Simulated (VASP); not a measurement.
A run of VASP 6.6.1 is set up as follows.

File INCAR:

```
SYSTEM = Al
PREC = Accurate
ENCUT = 520
EDIFF = 1E-7
ISMEAR = 0
SIGMA = 0.15
LREAL = .False.
LASPH = .True.
NELM = 80
ALGO = Fast
ISIF = 2
LWAVE = .False.
LCHARG = .False.
GGA = PE
IVDW = 12
NBANDS = 14
```

The input KPOINTS:

```
regular mesh
0
Gamma
  18 18 4
  0 0 0
```

The input POSCAR:

```
Al
1.0
    2.9720000000      0.0000000000      0.0000000000
   -1.4860000000      2.5738275000      0.0000000000
    0.0000000000      0.0000000000      8.0434000000
Al
4
Direct
    0.0000000000      0.0000000000      0.0000000000
    0.3333333333      0.6666666667      0.2500000000
    0.0000000000      0.0000000000      0.5000000000
    0.6666666667      0.3333333333      0.7500000000
```

Potentials or basis: VASP PAW PBE potentials, release 64 (Al).

Command:

```bash
$ cat potpaw_PBE.64/Al/POTCAR > POTCAR
$ mpirun -np 1 vasp_std > vasp.out
```

Problem. What does it give for the dispersion energy per atom?

Solution. -0.362 eV.

Problem. Predict the pressure.

Solution. 6.9 GPa.

Problem. Estimate the band gap on the k mesh.

Solution. Zero (band 6 reaches 16.17 eV, above the bottom of band 7 at 6.70 eV).

Stress tensor (GPa, compression positive):
```
 1.61  0.00  0.00
 0.00  1.61  0.00
 0.00  0.00 17.49
```

Caveat: pairwise dispersion overbinds metals, which lowers pressure and volume.
